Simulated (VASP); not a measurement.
# Ba4Er (P4/mmm) in VASP: single point with PBE

Aim: the single point of Ba4Er with PBE.

Program: VASP 6.6.1. These are calculated values, not measurements. Logs are shortened: lines on timing, memory, paths and dates and some standing lists are left out, and cuts for length are marked.

### Step 1. The cell of the first run

It takes space group P4/mmm (No. 123, tetragonal). The conventional cell has a = 8.680 Å, b = 8.680 Å, c = 4.074 Å, α = 90.00°, β = 90.00°, γ = 90.00°. Ba (site symmetry m2m) has 2 Er at 3.78 Å and 6 Ba at 4.07 to 4.50 Å within 5.0 Å. Er (site symmetry 4/mmm) has 8 Ba at 3.78 Å and 2 Er at 4.07 Å within 5.0 Å.

The cell was generated, and may not be a known phase.

### Step 2. Single point, PBE

Contents of INCAR:

```
ALGO = Normal
EDIFF = 1E-6
ENCUT = 500
GGA = PE
GGA_COMPAT = F
ISIF = 2
ISMEAR = 0
LASPH = T
LCHARG = F
LMAXMIX = 6
LREAL = F
LWAVE = F
NBANDS = 32
NELM = 200
PREC = Accurate
SIGMA = 0.1
```

Contents of KPOINTS:

```
k-points
0
Gamma
  4 4 8
```

Contents of POSCAR:

```
Ba4Er
1.0
    8.6799751655      0.0000000000      0.0000000000
    0.0000000000      8.6799751655      0.0000000000
    0.0000000000      0.0000000000      4.0741815389
Ba Er
4 1
Direct
    0.7590203920      0.7590203920      0.0000000000
    0.2409796080      0.2409796080      0.0000000000
    0.2409796080      0.7590203920      0.0000000000
    0.7590203920      0.2409796080      0.0000000000
    0.5000000000      0.5000000000      0.5000000000
```

Potentials or basis: VASP PAW PBE potentials, release 64 (Ba_sv, Er_3), 4f in core.

On the command line:

```sh
$ cat potpaw_PBE.64/Ba_sv/POTCAR potpaw_PBE.64/Er_3/POTCAR > POTCAR
$ mpirun -np 1 vasp_std > vasp.out
```

OUTCAR:

```text
EDIFF = 1E-6
   ENCUT = 500
   GGA = PE
   ISIF = 2
   ISMEAR = 0
   LASPH = T
   LREAL = F
   NELM = 200
   PREC = Accurate

 ion  position               nearest neighbor table
   1  0.759  0.759  0.000-   5 3.78   5 3.78   3 4.18   4 4.18   4 4.50   3 4.50
   2  0.241  0.241  0.000-   5 3.78   5 3.78   3 4.18   4 4.18   4 4.50   3 4.50
   3  0.241  0.759  0.000-   5 3.78   5 3.78   1 4.18   2 4.18   1 4.50   2 4.50
   4  0.759  0.241  0.000-   5 3.78   5 3.78   1 4.18   2 4.18   1 4.50   2 4.50
   5  0.500  0.500  0.500-   1 3.78   2 3.78   3 3.78   4 3.78   1 3.78   2 3.78   3 3.78   4 3.78

  LATTYP: Found a simple tetragonal cell.
 ALAT       =     8.6799751655
 C/A-ratio  =     0.4693770963

  Lattice vectors:

 A1 = (   8.6799751655,   0.0000000000,   0.0000000000)
 A2 = (   0.0000000000,   8.6799751655,   0.0000000000)
 A3 = (   0.0000000000,   0.0000000000,   4.0741815389)

Analysis of symmetry for initial positions (statically):
=====================================================================
 Subroutine PRICEL returns:
 Original cell was already a primitive cell.

 Routine SETGRP: Setting up the symmetry group for a
 simple tetragonal supercell.

 Subroutine GETGRP returns: Found 16 space group operations
 (whereof 16 operations were pure point group operations)
 out of a pool of 16 trial point group operations.

The static configuration has the point symmetry D_4h.

Analysis of symmetry for dynamics (positions and initial velocities):
=====================================================================
 Subroutine PRICEL returns:
 Original cell was already a primitive cell.

 Routine SETGRP: Setting up the symmetry group for a
 simple tetragonal supercell.

 Subroutine GETGRP returns: Found 16 space group operations
 (whereof 16 operations were pure point group operations)
 out of a pool of 16 trial point group operations.

The dynamic configuration has the point symmetry D_4h.

 Subroutine INISYM returns: Found 16 space group operations
 (whereof 16 operations are pure point group operations),
 and found     1 'primitive' translations

----------------------------------------------------------------------------------------

                                     Primitive cell

  volume of cell :     306.9569

  direct lattice vectors                    reciprocal lattice vectors
     8.679975166  0.000000000  0.000000000     0.115207703  0.000000000  0.000000000
     0.000000000  8.679975166  0.000000000     0.000000000  0.115207703  0.000000000
     0.000000000  0.000000000  4.074181539     0.000000000  0.000000000  0.245448071

  length of vectors
     8.679975166  8.679975166  4.074181539     0.115207703  0.115207703  0.245448071

  position of ions in fractional coordinates (direct lattice)
     0.759020392  0.759020392  0.000000000
     0.240979608  0.240979608  0.000000000
     0.240979608  0.759020392  0.000000000
     0.759020392  0.240979608  0.000000000
     0.500000000  0.500000000  0.500000000

  ion indices of the primitive-cell ions
   primitive index   ion index
                 1           1
                 2           2
                 3           3
                 4           4
                 5           5

----------------------------------------------------------------------------------------

 KPOINTS: k-points

Automatic generation of k-mesh.
 Grid dimensions read from file:
 generate k-points for:    4    4    8

 Generating k-lattice:

  Cartesian coordinates                     Fractional coordinates (reciprocal lattice)
     0.028801926  0.000000000  0.000000000     0.250000000  0.000000000  0.000000000
     0.000000000  0.028801926  0.000000000     0.000000000  0.250000000  0.000000000
     0.000000000  0.000000000  0.030681009     0.000000000  0.000000000  0.125000000

  Length of vectors
     0.028801926  0.028801926  0.030681009

  Shift w.r.t. Gamma in fractional coordinates (k-lattice)
     0.000000000  0.000000000  0.000000000

 Subroutine IBZKPT returns following result:
 ===========================================

 Found     30 irreducible k-points:

 Following reciprocal coordinates:
            Coordinates               Weight
  0.000000  0.000000  0.000000      1.000000
  0.250000  0.000000  0.000000      4.000000
  0.500000  0.000000  0.000000      2.000000
  0.250000  0.250000  0.000000      4.000000
  0.500000  0.250000  0.000000      4.000000
  0.500000  0.500000  0.000000      1.000000
[... 16 lines left out ...]
  0.500000  0.250000  0.375000      8.000000
  0.500000  0.500000  0.375000      2.000000
 [... further k-points ...]
   k-points           NKPTS =     30   k-points in BZ     NKDIM =     30   number of bands    NBANDS=     32
   number of dos      NEDOS =    301   number of ions     NIONS =      5
   total plane-waves  NPLWV = 122880
   dimension x,y,z NGX =    64 NGY =   64 NGZ =   30
   dimension x,y,z NGXF=   128 NGYF=  128 NGZF=   60
   ions per type =               4   1
   NGX,Y,Z   is equivalent  to a cutoff of  12.26, 12.26, 12.24 a.u.
   NGXF,Y,Z  is equivalent  to a cutoff of  24.52, 24.52, 24.48 a.u.
 SYSTEM =  unknown system
   PREC   = accura    normal or accurate (medium, high low for compatibility)
   ISTART =      0    job   : 0-new  1-cont  2-samecut
   ICHARG =      2    charge: 1-file 2-atom 10-const
   ISPIN  =      1    spin polarized calculation?
   LNONCOLLINEAR =      F non collinear calculations
   LSORBIT =      F    spin-orbit coupling
   LASPH  =      T    aspherical Exc in radial PAW
   ENCUT  =  500.0 eV  36.75 Ry    6.06 a.u.  15.83 15.83  7.43*2*pi/ulx,y,z
   NELM   =    200;   NELMIN=  2; NELMDL= -5     # of ELM steps
   EDIFF  = 0.1E-05   stopping-criterion for ELM
   LREAL  =      F    real-space projection
   EDIFFG = 0.1E-04   stopping-criterion for IOM
   NSW    =      0    number of steps for IOM
   IBRION =     -1    ionic relax: 0-MD 1-quasi-New 2-CG
   NFREE  =      0    steps in history (QN), initial steepest desc. (CG)
   ISIF   =      2    stress and relaxation
   ISYM   =      2    0-nonsym 1-usesym 2-fastsym
   POTIM  = 0.5000    time-step for ionic-motion
   TEBEG  =    0.0;   TEEND  =   0.0 temperature during run
   PSTRESS=    0.0 pullay stress
   NELECT =      49.0000    total number of electrons
   NUPDOWN=      -1.0000    fix difference up-down
   EMIN   =  10.00;   EMAX   =-10.00  energy-range for DOS
   EFERMI =   0.00;   METHOD = LEGACY
   ISMEAR =     0;   SIGMA  =   0.10  broadening in eV -4-tet -1-fermi 0-gaus
   EFERMI_NEDOS =   21; number of points for ismear=-14 and -15
   IALGO  =     38    algorithm
   IMIX   =      4    mixing-type and parameters
     AMIX     =   0.40;   BMIX     =  1.00
     AMIX_MAG =   1.60;   BMIX_MAG =  1.00
  volume/ion in A,a.u.               =      61.39       414.29
  Fermi-wavevector in a.u.,A,eV,Ry     =   0.888071  1.678211 10.730511  0.788670
  Thomas-Fermi vector in A             =   2.009453
   LORBIT       =      0    0 simple, 1 ext, 2 COOP (PROOUT), +10 PAW based schemes
   GGA     = PE    functional components
   LHFCALC =     F    Hartree Fock is set to
   AEXX    =    0.0000 exact exchange contribution
   IVDW    =     0    specifies the selected vdW correction
   LEPSILON=     F    determine dielectric tensor
   LRPA    =     F    only Hartree local field effects (RPA)
 non-spin polarized calculation
 Gauss-broadening in eV      SIGMA  =   0.10
  energy-cutoff  :      500.00
  volume of cell :      306.96
 maximum number of plane-waves:      7851
 NGX is ok and might be reduce to    64
   NGX = 31   NGY = 31   NGZ = 15

 number of electron      49.0000005 magnetization

 Free energy of the ion-electron system (eV)
  ---------------------------------------------------
  ext. energy  EPLUGINS =         0.00000000
  ---------------------------------------------------
  free energy    TOTEN  =       -10.02920595 eV

  energy without entropy =       -9.97647108  energy(sigma->0) =      -10.00283852

 E-fermi :   1.3805     XC(G=0):  -7.3502

 val. band max:        1.3745331387   @ k =   0.5000   0.5000   0.5000
 cond. band min:       1.3807412210   @ k =   0.5000   0.2500   0.3750
 fundamental gap:      0.0062080823
 Fermi energy:         1.3804726827

 k-point     1 :       0.0000    0.0000    0.0000
  band No.  band energies     occupation
      1     -27.4990      2.00000
      2     -27.4782      2.00000
      3     -27.4782      2.00000
      4     -27.4559      2.00000
      5     -24.0382      2.00000
      6     -24.0382      2.00000
[... 24 lines left out ...]
     31       3.0718      0.00000
     32       3.0721      0.00000

 k-point     2 :       0.2500    0.0000    0.0000
  band No.  band energies     occupation
      1     -27.4968      2.00000
      2     -27.4804      2.00000
      3     -27.4755      2.00000
      4     -27.4586      2.00000
      5     -24.0382      2.00000
      6     -24.0382      2.00000
[... 24 lines left out ...]
     31       3.0367      0.00000
     32       3.1177      0.00000

 k-point     3 :       0.5000    0.0000    0.0000
  band No.  band energies     occupation
      1     -27.4938      2.00000
      2     -27.4835      2.00000
      3     -27.4712      2.00000
      4     -27.4630      2.00000
      5     -24.0382      2.00000
      6     -24.0382      2.00000
[... 24 lines left out ...]
     31       2.6349      0.00000
     32       3.0032      0.00000

 k-point     4 :       0.2500    0.2500    0.0000
  band No.  band energies     occupation
      1     -27.4944      2.00000
      2     -27.4783      2.00000
      3     -27.4774      2.00000
      4     -27.4612      2.00000
      5     -24.0382      2.00000
      6     -24.0382      2.00000
[... 24 lines left out ...]
     31       2.9749      0.00000
     32       3.0905      0.00000

 k-point     5 :       0.5000    0.2500    0.0000
  band No.  band energies     occupation
      1     -27.4910      2.00000
      2     -27.4813      2.00000
      3     -27.4740      2.00000
      4     -27.4651      2.00000
      5     -24.0382      2.00000
      6     -24.0382      2.00000
[... 584 lines left out ...]
     31       2.4953      0.00000
     32       2.8275      0.00000

 k-point    22 :       0.2500    0.2500    0.3750
  band No.  band energies     occupation
      1     -27.4587      2.00000
      2     -27.4423      2.00000
      3     -27.4422      2.00000
      4     -27.4261      2.00000
      5     -24.0341      2.00000
      6     -24.0341      2.00000
[... 24 lines left out ...]
     31       2.6662      0.00000
     32       2.6942      0.00000

 k-point    23 :       0.5000    0.2500    0.3750
  band No.  band energies     occupation
      1     -27.4549      2.00000
      2     -27.4461      2.00000
      3     -27.4386      2.00000
      4     -27.4298      2.00000
      5     -24.0341      2.00000
      6     -24.0341      2.00000
[... 24 lines left out ...]
     31       2.4964      0.00000
     32       2.7512      0.00000

 k-point    24 :       0.5000    0.5000    0.3750
  band No.  band energies     occupation
      1     -27.4512      2.00000
      2     -27.4423      2.00000
      3     -27.4423      2.00000
      4     -27.4337      2.00000
      5     -24.0341      2.00000
      6     -24.0341      2.00000
[... 24 lines left out ...]
     31       2.3468      0.00000
     32       2.7526      0.00000

 [... further k-points ...]

------------------------ aborting loop because EDIFF is reached ----------------------------------------

  FORCE on cell =-STRESS in cart. coord.  units (eV):
  Direction    XX          YY          ZZ          XY          YZ          ZX
  --------------------------------------------------------------------------------------
  -------------------------------------------------------------------------------------
  Total        0.2035965      0.2035965      0.1882752      0.0000000      0.0000000     -0.0000000
  in kB        1.0626826      1.0626826      0.9827122      0.0000000      0.0000000     -0.0000000
  external PRESSURE =       1.0360258 kB  Pullay stress =       0.0000000 kB

 VOLUME and BASIS-vectors are now :
 -----------------------------------------------------------------------------
  energy-cutoff  :      500.00
  volume of cell :      306.96
      direct lattice vectors                 reciprocal lattice vectors
     8.679975166  0.000000000  0.000000000     0.115207703  0.000000000  0.000000000
     0.000000000  8.679975166  0.000000000     0.000000000  0.115207703  0.000000000
     0.000000000  0.000000000  4.074181539     0.000000000  0.000000000  0.245448071

 POSITION                                       TOTAL-FORCE (eV/Angst)
 -----------------------------------------------------------------------------------
      6.58828      6.58828      0.00000         0.017010      0.017010     -0.000000
      2.09170      2.09170      0.00000        -0.017010     -0.017010     -0.000000
      2.09170      6.58828      0.00000        -0.017010      0.017010      0.000000
      6.58828      2.09170      0.00000         0.017010     -0.017010     -0.000000
      4.33999      4.33999      2.03709         0.000000      0.000000     -0.000000
 -----------------------------------------------------------------------------------
    total drift:                               -0.000000      0.000000     -0.000000

  FREE ENERGIE OF THE ION-ELECTRON SYSTEM (eV)
  ---------------------------------------------------
  free  energy   TOTEN  =       -10.0292059478 eV

  energy  without entropy=       -9.9764710846  energy(sigma->0) =      -10.00283852
```

It took 3.7 min on 1 thread of Intel Xeon 6975P-C (Granite Rapids), shared host; peak memory 0.5 GiB.

Results:

| Property | Result |
| --- | --- |
| Free energy | -10.0292 eV |
| Pressure | 0.1 GPa |
| Largest force | 0.024 eV/Å |
| Band gap on the k mesh | zero (an odd number of electrons rules out a gap without spin polarisation) |

Forces on the atoms (eV/Å):
```
Ba   0.017  0.017  0.000
Ba  -0.017 -0.017  0.000
Ba  -0.017  0.017  0.000
Ba   0.017 -0.017  0.000
Er   0.000  0.000  0.000
```

Caveat: spin-orbit coupling is left out, which moves the levels of the heavy elements; the 4f electrons are frozen in the core, so they carry no moment and show no levels. Spin polarisation is off, so any magnetic state and its effect on volume and gap are missing.
